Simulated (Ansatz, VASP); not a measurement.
**C in VASP and in Ansatz**

POSCAR

```
C
1.0
   -2.1268362731      1.2279462884      0.0110113261
   -2.1268362731     -1.2279462884      0.0110113261
    0.0622349062      0.0000000000     10.4551874686
C
6
Direct
    0.1666908345      0.1666908345      0.8453102068
    0.5000059441      0.5000059441      0.1690790767
    0.8333483893      0.8333483893      0.5071946417
    0.1666698353      0.1666698353      0.1690702999
    0.5000122805      0.5000122805      0.5071858650
    0.8333547257      0.8333547257      0.8453014301
```

Contents of INCAR.step1:

```
SYSTEM = C
  PREC = Accurate
  ENCUT = 520
  ISMEAR = 0
  SIGMA = 0.05
  LREAL = .False.
  LASPH = .True.
  NELM = 100
  NBANDS = 21
  GGA = PE
  ALGO = Normal
  EDIFF = 1E-4
  LWAVE = .True.
  LCHARG = .False.
```

The input INCAR.step2:

```
SYSTEM = C
  PREC = Accurate
  ENCUT = 520
  EDIFF = 1E-7
  ISMEAR = 0
  SIGMA = 0.05
  LREAL = .False.
  LASPH = .True.
  NELM = 100
  ALGO = Normal
  ISIF = 2
  LWAVE = .False.
  LCHARG = .False.
  METAGGA = R2SCAN
  LMIXTAU = .True.
  NBANDS = 21
  ISTART = 1
```

The input KPOINTS:

```
Automatic mesh
0
Gamma
  12 12 3
  0 0 0
```

Input for Ansatz:

```yaml
crystal:
  lattice:
    - [-2.1268362731, 1.2279462884, 0.0110113261]
    - [-2.1268362731, -1.2279462884, 0.0110113261]
    - [0.0622349062, 0.0, 10.4551874686]
  atoms:
    - { symbol: C, position: [0.1666908345, 0.1666908345, 0.8453102068] }
    - { symbol: C, position: [0.5000059441, 0.5000059441, 0.1690790767] }
    - { symbol: C, position: [0.8333483893, 0.8333483893, 0.5071946417] }
    - { symbol: C, position: [0.1666698353, 0.1666698353, 0.1690702999] }
    - { symbol: C, position: [0.5000122805, 0.5000122805, 0.507185865] }
    - { symbol: C, position: [0.8333547257, 0.8333547257, 0.8453014301] }
basis:
  ecutwfc: 500
kpoints:
  mp_grid: { grid: [12, 12, 3] }
hamiltonian:
  xc: r2scan
scf:
  occupations: { method: gaussian, width: 0.05 }
output:
  forces: true
  stress: true
  eigenvalues: true
```

Alike in both runs: task single point; functional r2SCAN; k mesh 12 × 12 × 3; occupations gaussian, width 0.05 eV; no spin polarisation.

|  | VASP | Ansatz |
| --- | --- | --- |
| version | VASP 6.6.1 | Ansatz 0.2.0 |
| potentials or method | VASP PAW PBE potentials, release 64 (C), cutoff 520 eV | scalar-relativistic, plane waves, PAW |
| valence electrons in the cell | 24 | 24 |

Ansatz gave:

```
gap on the k mesh at the Fermi level (eV)                     : 0.50
least direct gap on the mesh (eV)                             : 0.50
pressure (GPa)                                                : 0.1
traceless stress, the component that is largest in VASP (GPa) : 0.08
rms of the force components (eV/Å)                            : 0.012
```

Problem. Estimate VASP's values.

Solution. gap on the k mesh at the Fermi level (eV): 0.50; least direct gap on the mesh (eV): 0.50; pressure (GPa): 0.7; traceless stress, the component that is largest in VASP (GPa): -0.68; rms of the force components (eV/Å): 0.012.

VASP's potentials were made for PBE, not for r2SCAN. Atom by atom the forces differ by 0.000 eV/Å (rms over components).
